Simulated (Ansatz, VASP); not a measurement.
**BeZn3Se4: VASP beside Ansatz**

INCAR

```
SYSTEM = BeZn3Se4
ALGO     = Normal         ! electronic algorithm
EDIFF    = 1E-7           ! SCF threshold, eV
ENCUT    = 520            ! plane-wave cutoff, eV
GGA      = PE             ! functional
ISIF     = 2              ! what is computed and relaxed
ISMEAR   = 0              ! smearing method
LASPH    = .True.         ! aspherical terms in the spheres
LCHARG   = .False.        ! write CHGCAR
LREAL    = Auto         
LWAVE    = .False.        ! write WAVECAR
NBANDS   = 76             ! bands
NELM     = 80             ! most SCF steps
PREC     = Accurate       ! precision mode
SIGMA    = 0.1            ! smearing width, eV
```

Contents of KPOINTS:

```
k-points
0
Gamma
  2 2 2
  0 0 0
```

File POSCAR:

```
BeZn3Se4
1.0
    0.0000000000      0.0000000000     -6.4880076747
    0.0000000000     -6.8284145523      0.0000000000
   -7.8865637406      0.0000000000      0.0000000000
Be Zn Se
2 6 8
Direct
    0.0028030381      0.1695401301      1.0000000000
    0.5028030381      0.8304598699      0.5000000000
    0.0018192729      0.1585787019      0.5000000000
    0.5002064153      0.3303715446      0.2511940713
    0.5002064153      0.3303715446      0.7488059287
    0.5018192729      0.8414212981      1.0000000000
    0.0002064153      0.6696284554      0.2488059287
    0.0002064153      0.6696284554      0.7511940713
    0.6541692043      0.1731656518      1.0000000000
    0.1182844711      0.3245469698      0.7652631658
    0.1182844711      0.3245469698      0.2347368342
    0.6192267118      0.1412694991      0.5000000000
    0.1541692043      0.8268343482      0.5000000000
    0.6182844711      0.6754530302      0.2652631658
    0.6182844711      0.6754530302      0.7347368342
    0.1192267118      0.8587305009      1.0000000000
```

Input for Ansatz:

```yaml
crystal:
  lattice:
    - [0.0, 0.0, -6.4880076747]
    - [0.0, -6.8284145523, 0.0]
    - [-7.8865637406, 0.0, 0.0]
  atoms:
    - { symbol: Be, position: [0.0028030381, 0.1695401301, 1.0] }
    - { symbol: Be, position: [0.5028030381, 0.8304598699, 0.5] }
    - { symbol: Zn, position: [0.0018192729, 0.1585787019, 0.5] }
    - { symbol: Zn, position: [0.5002064153, 0.3303715446, 0.2511940713] }
    - { symbol: Zn, position: [0.5002064153, 0.3303715446, 0.7488059287] }
    - { symbol: Zn, position: [0.5018192729, 0.8414212981, 1.0] }
    - { symbol: Zn, position: [0.0002064153, 0.6696284554, 0.2488059287] }
    - { symbol: Zn, position: [0.0002064153, 0.6696284554, 0.7511940713] }
    - { symbol: Se, position: [0.6541692043, 0.1731656518, 1.0] }
    - { symbol: Se, position: [0.1182844711, 0.3245469698, 0.7652631658] }
    - { symbol: Se, position: [0.1182844711, 0.3245469698, 0.2347368342] }
    - { symbol: Se, position: [0.6192267118, 0.1412694991, 0.5] }
    - { symbol: Se, position: [0.1541692043, 0.8268343482, 0.5] }
    - { symbol: Se, position: [0.6182844711, 0.6754530302, 0.2652631658] }
    - { symbol: Se, position: [0.6182844711, 0.6754530302, 0.7347368342] }
    - { symbol: Se, position: [0.1192267118, 0.8587305009, 1.0] }
basis:
  ecutwfc: 420
kpoints:
  mp_grid: { grid: [2, 2, 2] }
hamiltonian:
  xc: pbe
scf:
  occupations: { method: gaussian, width: 0.1 }
  lower_state_search: "off"
output:
  forces: true
  stress: true
  eigenvalues: true
```

Alike in both runs: task single point; functional PBE; k mesh 2 × 2 × 2; occupations gaussian, width 0.1 eV; no spin polarisation.

```csv
,VASP,Ansatz
version,VASP 6.6.1,Ansatz 0.2.0
potentials or method,"VASP PAW PBE potentials, release 64 (Be, Zn, Se), cutoff 520 eV","scalar-relativistic, plane waves, PAW"
valence electrons in the cell,124,204
```

```tsv
	VASP	Ansatz	Ansatz less VASP
gap on the k mesh at the Fermi level (eV)	1.76	1.76	-0.002
least direct gap on the mesh (eV)	1.76	1.76	-0.002
pressure (GPa)	0.2	0.0	-0.20
traceless stress, the component that is largest in VASP (GPa)	0.30	0.30	+0.004
rms of the force components (eV/Å)	0.019	0.017	-0.0013
```

Atom by atom the forces differ by 0.004 eV/Å (rms over components). VASP's potentials hold 124 valence electrons a cell and Ansatz's 204, so a difference there can come from the potentials and not from the codes.

The k mesh is coarse, so the values compare programs but aren't converged.
